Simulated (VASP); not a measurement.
A run of VASP 6.6.1:

INCAR

```
  PREC = Accurate
  ENCUT = 630
  EDIFF = 1E-6
  ISMEAR = -1
  SIGMA = 0.1
  LREAL = False
  LASPH = True
  NELM = 120
  ALGO = Normal
  ISIF = 2
  LWAVE = False
  LCHARG = False
  GGA = CA
  NBANDS = 28
  GGA_COMPAT = False
```

The input KPOINTS:

```
regular mesh
0
Gamma
  6 6 6
```

File POSCAR:

```
LuPd
1.0
    3.2828053547      0.0000000000      0.0000000000
    0.0000000000      3.2828053547      0.0000000000
    0.0000000000      0.0000000000      3.2828053547
Lu Pd
1 1
Direct
    0.0000000000      0.0000000000      0.0000000000
    0.5000000000      0.5000000000      0.5000000000
```

Potentials or basis: VASP PAW PBE potentials, release 64 (Lu, Pd_sv_GW).

Launch:

```sh
$ cat potpaw_PBE.64/Lu/POTCAR potpaw_PBE.64/Pd_sv_GW/POTCAR > POTCAR
$ mpirun -np 1 vasp_std > vasp.out
```

Hardware: 1 thread of Intel(R) Xeon(R) 6975P-C (Granite Rapids), on a shared host.

Question: How long does it take, and how much memory?

Answer: Run time: 13 s on 1 thread of Intel(R) Xeon(R) 6975P-C (Granite Rapids), with other jobs on the host, peak memory 0.18 GiB. Counts: scf iterations 15, k points 20.
